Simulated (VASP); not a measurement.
# Bi (Fm-3m) in VASP: a series of runs

The runs below take Bi through single point, with PBE.

Program: VASP 6.6.1. These are calculated values, not measurements. Logs are shortened: lines on timing, memory, paths and dates and some standing lists are left out, and cuts for length are marked.

### 1 The cell of the first run

The structure is cubic, space group Fm-3m (No. 225). Conventional cell: a = 5.023 Å, b = 5.023 Å, c = 5.023 Å, α = 90.00°, β = 90.00°, γ = 90.00°. Bi (site symmetry m-3m) has 12 Bi at 3.55 Å within 4.7 Å.

### 2 Single point, PBE

File INCAR:

```
  ALGO = Normal
  EDIFF = 1E-6
  ENCUT = 520
  GGA = PE
  ISIF = 2
  ISMEAR = 0
  LASPH = T
  LCHARG = T
  LELF = T
  LREAL = F
  LVHAR = T
  LWAVE = F
  NBANDS = 14
  NELM = 100
  PREC = Accurate
  SIGMA = 0.1
```

File KPOINTS:

```
k-points
0
Gamma
  6 6 6
```

File POSCAR:

```
Bi
1.0
    0.0000000000      2.5115062870      2.5115062870
    2.5115062870      0.0000000000      2.5115062870
    2.5115062870      2.5115062870      0.0000000000
Bi
1
Direct
    0.0000000000      0.0000000000      0.0000000000
```

Potentials or basis: VASP PAW PBE potentials, release 64 (Bi_d).

Launch:

```sh
cat potpaw_PBE.64/Bi_d/POTCAR > POTCAR
mpirun -np 1 vasp_std > vasp.out
```

OUTCAR:

```text
EDIFF = 1E-6
   ENCUT = 520
   GGA = PE
   ISIF = 2
   ISMEAR = 0
   LASPH = T
   LREAL = F
   NELM = 100
   PREC = Accurate

 ion  position               nearest neighbor table
   1  0.000  0.000  0.000-

  LATTYP: Found a face centered cubic cell.
 ALAT       =     5.0230125740

  Lattice vectors:

 A1 = (   0.0000000000,   2.5115062870,   2.5115062870)
 A2 = (   2.5115062870,   0.0000000000,   2.5115062870)
 A3 = (   2.5115062870,   2.5115062870,   0.0000000000)

Analysis of symmetry for initial positions (statically):
=====================================================================
 Subroutine PRICEL returns:
 Original cell was already a primitive cell.

 Routine SETGRP: Setting up the symmetry group for a
 face centered cubic supercell.

 Subroutine GETGRP returns: Found 48 space group operations
[... 9 lines left out ...]

 Routine SETGRP: Setting up the symmetry group for a
 face centered cubic supercell.

 Subroutine GETGRP returns: Found 48 space group operations
[... 11 lines left out ...]
                                     Primitive cell

  volume of cell :      31.6835

  direct lattice vectors                    reciprocal lattice vectors
     0.000000000  2.511506287  2.511506287    -0.199083714  0.199083714  0.199083714
     2.511506287  0.000000000  2.511506287     0.199083714 -0.199083714  0.199083714
     2.511506287  2.511506287  0.000000000     0.199083714  0.199083714 -0.199083714

  length of vectors
     3.551806253  3.551806253  3.551806253     0.344823108  0.344823108  0.344823108

  position of ions in fractional coordinates (direct lattice)
     0.000000000  0.000000000  0.000000000

  ion indices of the primitive-cell ions
   primitive index   ion index
                 1           1

----------------------------------------------------------------------------------------

 KPOINTS: k-points

Automatic generation of k-mesh.
 Grid dimensions read from file:
 generate k-points for:    6    6    6

 Generating k-lattice:

  Cartesian coordinates                     Fractional coordinates (reciprocal lattice)
    -0.033180619  0.033180619  0.033180619     0.166666667  0.000000000  0.000000000
     0.033180619 -0.033180619  0.033180619     0.000000000  0.166666667  0.000000000
     0.033180619  0.033180619 -0.033180619     0.000000000  0.000000000  0.166666667

  Length of vectors
     0.057470518  0.057470518  0.057470518

  Shift w.r.t. Gamma in fractional coordinates (k-lattice)
     0.000000000  0.000000000  0.000000000

 Subroutine IBZKPT returns following result:
 ===========================================

 Found     16 irreducible k-points:

 Following reciprocal coordinates:
            Coordinates               Weight
  0.000000  0.000000  0.000000      1.000000
  0.166667  0.000000  0.000000      8.000000
  0.333333  0.000000  0.000000      8.000000
  0.500000  0.000000  0.000000      4.000000
  0.166667  0.166667  0.000000      6.000000
  0.333333  0.166667  0.000000     24.000000
[... 8 lines left out ...]
 -0.333333  0.333333  0.166667     24.000000
 -0.333333  0.500000  0.166667     12.000000
   k-points           NKPTS =     16   k-points in BZ     NKDIM =     16   number of bands    NBANDS=     14
   number of dos      NEDOS =    301   number of ions     NIONS =      1
   total plane-waves  NPLWV =  21952
   dimension x,y,z NGX =    28 NGY =   28 NGZ =   28
   dimension x,y,z NGXF=    56 NGYF=   56 NGZF=   56
   ions per type =               1
   NGX,Y,Z   is equivalent  to a cutoff of  13.11, 13.11, 13.11 a.u.
   NGXF,Y,Z  is equivalent  to a cutoff of  26.21, 26.21, 26.21 a.u.
 SYSTEM =  unknown system
   PREC   = accura    normal or accurate (medium, high low for compatibility)
   ISTART =      0    job   : 0-new  1-cont  2-samecut
   ICHARG =      2    charge: 1-file 2-atom 10-const
   ISPIN  =      1    spin polarized calculation?
   LNONCOLLINEAR =      F non collinear calculations
   LSORBIT =      F    spin-orbit coupling
   LASPH  =      T    aspherical Exc in radial PAW
   ENCUT  =  520.0 eV  38.22 Ry    6.18 a.u.   6.60  6.60  6.60*2*pi/ulx,y,z
   NELM   =    100;   NELMIN=  2; NELMDL= -5     # of ELM steps
   EDIFF  = 0.1E-05   stopping-criterion for ELM
   LREAL  =      F    real-space projection
   EDIFFG = 0.1E-04   stopping-criterion for IOM
   NSW    =      0    number of steps for IOM
   IBRION =     -1    ionic relax: 0-MD 1-quasi-New 2-CG
   NFREE  =      0    steps in history (QN), initial steepest desc. (CG)
   ISIF   =      2    stress and relaxation
   ISYM   =      2    0-nonsym 1-usesym 2-fastsym
   POTIM  = 0.5000    time-step for ionic-motion
   TEBEG  =    0.0;   TEEND  =   0.0 temperature during run
   PSTRESS=    0.0 pullay stress
   NELECT =      15.0000    total number of electrons
   NUPDOWN=      -1.0000    fix difference up-down
   EMIN   =  10.00;   EMAX   =-10.00  energy-range for DOS
   EFERMI =   0.00;   METHOD = LEGACY
   ISMEAR =     0;   SIGMA  =   0.10  broadening in eV -4-tet -1-fermi 0-gaus
   EFERMI_NEDOS =   21; number of points for ismear=-14 and -15
   IALGO  =     38    algorithm
   IMIX   =      4    mixing-type and parameters
     AMIX     =   0.40;   BMIX     =  1.00
     AMIX_MAG =   1.60;   BMIX_MAG =  1.00
  volume/ion in A,a.u.               =      31.68       213.81
  Fermi-wavevector in a.u.,A,eV,Ry     =   1.275932  2.411163 22.150331  1.628003
  Thomas-Fermi vector in A             =   2.408617
   LORBIT       =      0    0 simple, 1 ext, 2 COOP (PROOUT), +10 PAW based schemes
   GGA     = PE    functional components
   LHFCALC =     F    Hartree Fock is set to
   AEXX    =    0.0000 exact exchange contribution
   IVDW    =     0    specifies the selected vdW correction
   LEPSILON=     F    determine dielectric tensor
   LRPA    =     F    only Hartree local field effects (RPA)
 non-spin polarized calculation
 Gauss-broadening in eV      SIGMA  =   0.10
  energy-cutoff  :      520.00
  volume of cell :       31.68
 maximum number of plane-waves:       869
 NGX is ok and might be reduce to    28
   NGX = 13   NGY = 13   NGZ = 13

 number of electron      15.0000002 magnetization

 Free energy of the ion-electron system (eV)
  ---------------------------------------------------
  ext. energy  EPLUGINS =         0.00000000
  ---------------------------------------------------
  free energy    TOTEN  =        -3.75152796 eV

  energy without entropy =       -3.74471923  energy(sigma->0) =       -3.74812359

 E-fermi :   8.0271     XC(G=0): -10.2115

 val. band max:        8.0086440613   @ k =  -0.3333   0.1667   0.0000
 cond. band min:       8.1347134277   @ k =   0.5000   0.5000   0.0000
 fundamental gap:      0.1260693664
 Fermi energy:         8.0271451931

 k-point     1 :       0.0000    0.0000    0.0000
  band No.  band energies     occupation
      1     -15.3142      2.00000
      2     -15.3142      2.00000
      3     -15.3142      2.00000
      4     -15.2488      2.00000
      5     -15.2488      2.00000
      6      -5.7056      2.00000
      7      12.6037      0.00000
      8      12.6037      0.00000
      9      12.6037      0.00000
     10      16.4166      0.00000
     11      16.8535      0.00000
     12      18.4902      0.00000
     13      18.4902      0.00000
     14      18.4902      0.00000

 k-point     2 :       0.1667    0.0000    0.0000
  band No.  band energies     occupation
      1     -15.3113      2.00000
      2     -15.2996      2.00000
      3     -15.2996      2.00000
      4     -15.2446      2.00000
      5     -15.2446      2.00000
      6      -5.2421      2.00000
      7       8.9647      0.00000
      8      12.1287      0.00000
      9      12.1287      0.00000
     10      15.6062      0.00000
     11      18.8006      0.00000
     12      19.0886      0.00000
     13      19.0886      0.00000
     14      19.2871      0.00000

 k-point     3 :       0.3333    0.0000    0.0000
  band No.  band energies     occupation
      1     -15.3072      2.00000
      2     -15.3007      2.00000
      3     -15.3007      2.00000
      4     -15.2052      2.00000
      5     -15.2052      2.00000
      6      -3.9773      2.00000
      7       4.6843      2.00000
      8      11.3807      0.00000
      9      11.3807      0.00000
     10      15.0360      0.00000
     11      17.2421      0.00000
     12      17.9388      0.00000
     13      17.9388      0.00000
     14      22.2096      0.00000

 k-point     4 :       0.5000    0.0000    0.0000
  band No.  band energies     occupation
      1     -15.3075      2.00000
      2     -15.3075      2.00000
      3     -15.3060      2.00000
      4     -15.1789      2.00000
      5     -15.1789      2.00000
      6      -2.9412      2.00000
      7       2.5919      2.00000
      8      11.0641      0.00000
      9      11.0641      0.00000
     10      15.0226      0.00000
     11      16.3850      0.00000
     12      17.4246      0.00000
     13      17.4246      0.00000
     14      24.1077      0.00000

 k-point     5 :       0.1667    0.1667    0.0000
  band No.  band energies     occupation
      1     -15.3319      2.00000
      2     -15.2769      2.00000
      3     -15.2769      2.00000
      4     -15.2674      2.00000
      5     -15.2332      2.00000
      6      -5.0868      2.00000
      7       9.6441      0.00000
      8      10.9066      0.00000
      9      10.9066      0.00000
     10      14.9524      0.00000
     11      16.4087      0.00000
[... 140 lines left out ...]
 k-point    14 :       0.5000    0.3333    0.1667
  band No.  band energies     occupation
      1     -15.3196      2.00000
      2     -15.2980      2.00000
      3     -15.2521      2.00000
      4     -15.2024      2.00000
      5     -15.1943      2.00000
      6      -2.9707      2.00000
      7       4.9694      2.00000
      8       6.9704      2.00000
      9       9.0554      0.00000
     10      15.3882      0.00000
     11      16.4484      0.00000
     12      18.3600      0.00000
     13      23.2582      0.00000
     14      23.3792      0.00000

 k-point    15 :      -0.3333    0.3333    0.1667
  band No.  band energies     occupation
      1     -15.3077      2.00000
      2     -15.2848      2.00000
      3     -15.2421      2.00000
      4     -15.2286      2.00000
      5     -15.1773      2.00000
      6      -2.1664      2.00000
      7       3.9821      2.00000
      8       6.1717      2.00000
      9       8.2057      0.01155
     10      15.5934      0.00000
     11      17.3856      0.00000
     12      20.2129      0.00000
     13      20.3949      0.00000
     14      23.4735      0.00000

 k-point    16 :      -0.3333    0.5000    0.1667
  band No.  band energies     occupation
      1     -15.3306      2.00000
      2     -15.3071      2.00000
      3     -15.2189      2.00000
      4     -15.2092      2.00000
      5     -15.1609      2.00000
      6      -1.8283      2.00000
      7       4.1504      2.00000
      8       6.2361      2.00000
      9       6.9478      2.00000
     10      14.8550      0.00000
     11      15.9445      0.00000
     12      21.0134      0.00000
     13      21.0981      0.00000
     14      26.0179      0.00000

------------------------ aborting loop because EDIFF is reached ----------------------------------------

  FORCE on cell =-STRESS in cart. coord.  units (eV):
  Direction    XX          YY          ZZ          XY          YZ          ZX
  --------------------------------------------------------------------------------------
  -------------------------------------------------------------------------------------
  Total       -0.0293753     -0.0293753     -0.0293753     -0.0000000     -0.0000000     -0.0000000
  in kB       -1.4854572     -1.4854572     -1.4854572     -0.0000000     -0.0000000     -0.0000000
  external PRESSURE =      -1.4854572 kB  Pullay stress =       0.0000000 kB

 VOLUME and BASIS-vectors are now :
 -----------------------------------------------------------------------------
  energy-cutoff  :      520.00
  volume of cell :       31.68
      direct lattice vectors                 reciprocal lattice vectors
     0.000000000  2.511506287  2.511506287    -0.199083714  0.199083714  0.199083714
     2.511506287  0.000000000  2.511506287     0.199083714 -0.199083714  0.199083714
     2.511506287  2.511506287  0.000000000     0.199083714  0.199083714 -0.199083714

 POSITION                                       TOTAL-FORCE (eV/Angst)
 -----------------------------------------------------------------------------------
      0.00000      0.00000      0.00000         0.000000      0.000000     -0.000000
 -----------------------------------------------------------------------------------
    total drift:                               -0.000000     -0.000000     -0.000000

  FREE ENERGIE OF THE ION-ELECTRON SYSTEM (eV)
  ---------------------------------------------------
  free  energy   TOTEN  =        -3.7515279574 eV

  energy  without entropy=       -3.7447192322  energy(sigma->0) =       -3.74812359
```

Run time: 8.8 s. Hardware: 1 thread of Intel Xeon Platinum 8488C (Sapphire Rapids), shared host; peak memory 0.15 GiB.

Results:

```yaml
Free_energy: -3.7515 eV
Pressure: -0.1 GPa
```

Levels at points of the mesh, in eV from the Fermi level:
```tsv
k point	band 3	band 4	band 5	band 6	band 7	band 8	band 9	band 10	band 11	band 12
(0.00, 0.00, 0.00)	-23.34	-23.28	-23.28	-13.73	4.58	4.58	4.58	8.39	8.83	10.46
(0.50, 0.00, 0.00)	-23.33	-23.21	-23.21	-10.97	-5.44	3.04	3.04	7.00	8.36	9.40
(0.50, 0.50, 0.00)	-23.21	-23.19	-23.19	-9.91	-4.64	0.11	0.11	3.78	4.98	16.67
```

Caveat: the k points lie up to 0.36 Å⁻¹ apart; spin-orbit coupling is left out, which moves the levels of the heavy elements.

### 3 Single point, PBE

This run uses another cell than the first one, of 36.09 Å³/atom, 1.139 times its volume.

File INCAR:

```
PREC     = Accurate       # precision mode
ENCUT    = 520            # plane-wave cutoff, eV
EDIFF    = 1E-7           # SCF threshold, eV
ISMEAR   = 0              # smearing method
SIGMA    = 0.1            # smearing width, eV
LREAL    = F              # projectors in reciprocal space
LASPH    = T              # aspherical terms in the spheres
NELM     = 60             # most SCF steps
ALGO     = Fast           # electronic algorithm
ISIF     = 2              # what is computed and relaxed
LWAVE    = F              # write WAVECAR
LCHARG   = T              # write CHGCAR
GGA      = PE             # functional
LELF     = T              # ELF
LVHAR    = T            
NBANDS   = 14             # bands
```

File KPOINTS:

```
regular mesh
0
Gamma
  6 6 6
```

File POSCAR:

```
Bi
1.0
    0.0000000000      2.6228611384      2.6228611384
    2.6228611384      0.0000000000      2.6228611384
    2.6228611384      2.6228611384      0.0000000000
Bi
1
Direct
    0.0000000000      0.0000000000      0.0000000000
```

Potentials or basis: VASP PAW PBE potentials, release 64 (Bi_d).

Launch:

```sh
cat potpaw_PBE.64/Bi_d/POTCAR > POTCAR
mpirun -np 1 vasp_std > vasp.out
```

OUTCAR:

```text
PREC = Accurate
   ENCUT = 520
   EDIFF = 1E-7
   ISMEAR = 0
   LREAL = F
   LASPH = T
   NELM = 60
   ISIF = 2
   GGA = PE

 ion  position               nearest neighbor table
   1  0.000  0.000  0.000-

  LATTYP: Found a face centered cubic cell.
 ALAT       =     5.2457222768

  Lattice vectors:

 A1 = (   0.0000000000,   2.6228611384,   2.6228611384)
 A2 = (   2.6228611384,   0.0000000000,   2.6228611384)
[... 441 lines left out ...]
     12      18.5466      0.00000
     13      18.8888      0.00000
     14      23.5343      0.00000

------------------------ aborting loop because EDIFF is reached ----------------------------------------

  FORCE on cell =-STRESS in cart. coord.  units (eV):
  Direction    XX          YY          ZZ          XY          YZ          ZX
  --------------------------------------------------------------------------------------
  -------------------------------------------------------------------------------------
  Total       -1.2013302     -1.2013302     -1.2013302      0.0000000     -0.0000000      0.0000000
  in kB      -53.3355859    -53.3355859    -53.3355859      0.0000000     -0.0000000      0.0000000
  external PRESSURE =     -53.3355859 kB  Pullay stress =       0.0000000 kB

 VOLUME and BASIS-vectors are now :
 -----------------------------------------------------------------------------
  energy-cutoff  :      520.00
  volume of cell :       36.09
      direct lattice vectors                 reciprocal lattice vectors
     0.000000000  2.622861138  2.622861138    -0.190631518  0.190631518  0.190631518
     2.622861138  0.000000000  2.622861138     0.190631518 -0.190631518  0.190631518
     2.622861138  2.622861138  0.000000000     0.190631518  0.190631518 -0.190631518

 POSITION                                       TOTAL-FORCE (eV/Angst)
 -----------------------------------------------------------------------------------
      0.00000      0.00000      0.00000         0.000000      0.000000      0.000000
 -----------------------------------------------------------------------------------
    total drift:                               -0.000000     -0.000000     -0.000000

  FREE ENERGIE OF THE ION-ELECTRON SYSTEM (eV)
  ---------------------------------------------------
  free  energy   TOTEN  =        -3.6686441412 eV

  energy  without entropy=       -3.6623329146  energy(sigma->0) =       -3.66548853
```

Wall time 13 s (1 thread of Intel Xeon Platinum 8488C (Sapphire Rapids), shared host); peak memory 0.14 GiB.

What came out:

* Free energy: -3.6686 eV
* Pressure: -5.3 GPa

Caveat: spin-orbit coupling is left out, which moves the levels of the heavy elements.
